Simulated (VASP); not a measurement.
Write the native input for VASP 6.6.1 that does the following.

```
Task                   : single point
Functional             : PBE
Potentials or basis    : VASP PAW PBE potentials, release 64 (Co, O)
Cutoff                 : 600 eV
k mesh                 : 13 × 13 × 15
Occupations            : fermi-dirac, width 0.03 eV
Spin                   : collinear spin, ferromagnetic start
Starting moments       : [2.0, 0.0] μB
Dipole correction      : no
Further INCAR settings : ALGO = Normal; EDIFF = 1e-06; NBANDS = 18; ISYM = 0
```

The structure of CoO lies in POSCAR:

```
CoO
1.0
   -1.5080001529      1.5080001529      2.0861774554
    1.5080001529     -1.5080001529      2.0861774554
    1.5080001529      1.5080001529     -2.0861774554
Co O
1 1
Direct
    0.0000000000      0.0000000000      0.0000000000
    0.5000000000      0.5000000000      0.0000000000
```

This cell differs from its parent crystal: zz strain of -1 %.

The input as run:

INCAR

```
SYSTEM = CoO
PREC = Accurate
ENCUT = 600
EDIFF = 1E-6
ISMEAR = -1
SIGMA = 0.03
LREAL = .False.
LASPH = .True.
NELM = 200
ALGO = Normal
ISIF = 2
LWAVE = .False.
LCHARG = .True.
ISPIN = 2
MAGMOM = 2 0
LORBIT = 11
LMAXMIX = 4
GGA = PE
LELF = .True.
LVHAR = .True.
NBANDS = 18
ISYM = 0
GGA_COMPAT = .False.
```

KPOINTS

```
regular mesh
0
Gamma
  13 13 15
  0 0 0
```

Potentials or basis: VASP PAW PBE potentials, release 64 (Co, O).

Run with:

```sh
$ cat potpaw_PBE.64/Co/POTCAR potpaw_PBE.64/O/POTCAR > POTCAR
$ mpirun -np 1 vasp_std > vasp.out
```

It gave:

```json
{
 "Pressure": "1.1 GPa",
 "Net moment": "2.88 μB per cell",
 "Site moments": "Co +2.54; O +0.29 μB",
 "Valence electrons inside the program's atomic spheres": "Co 7.83; O 4.99"
}
```

Caveat: the cell differs from its parent crystal (zz strain of -1 %); a cell with one magnetic atom can't hold antiferromagnetic order, which such compounds often take.

It took 16 min on 1 thread of AMD EPYC 7R13 Processor (Zen 3) (shared host), peak memory 0.79 GiB.
